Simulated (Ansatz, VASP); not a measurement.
Two plane-wave programs on As

```
CELL_PARAMETERS angstrom
5.67011 0.00000 0.00000
0.00000 5.67011 0.00000
0.00000 0.00000 3.56312
ATOMIC_POSITIONS crystal
As 0.00000 0.35351 0.50000
As 0.00000 0.64649 0.00000
As 0.35351 0.00000 0.75000
As 0.64649 0.00000 0.25000
```

Alike in both runs: functional PBE; k mesh 8 × 8 × 14; occupations gaussian, width 0.1 eV; no spin polarisation.

Ansatz relaxed the structure, and its values are those at the end. VASP's run is a single point on that final structure, the one shown.

|  | VASP | Ansatz |
| --- | --- | --- |
| version | VASP 6.6.1 | Ansatz 0.2.0 |
| potentials or method | VASP PAW PBE potentials, release 64 (As), cutoff 520 eV | scalar-relativistic, plane waves, PAW |
| valence electrons in the cell | 20 | 60 |

```csv
,VASP,Ansatz,Ansatz less VASP
gap on the k mesh at the Fermi level (eV),none,none,-
pressure (GPa),0.2,0.0,-0.18
rms of the force components (eV/Å),0.036,0.000,-0.0359
```

A gap of «none» marks a metal or a gap that the smearing closes. The functional is the same, so the differences come from potentials, cutoffs and numerics. VASP's potentials hold 20 valence electrons a cell and Ansatz's 60, so a difference there can come from the potentials and not from the codes.
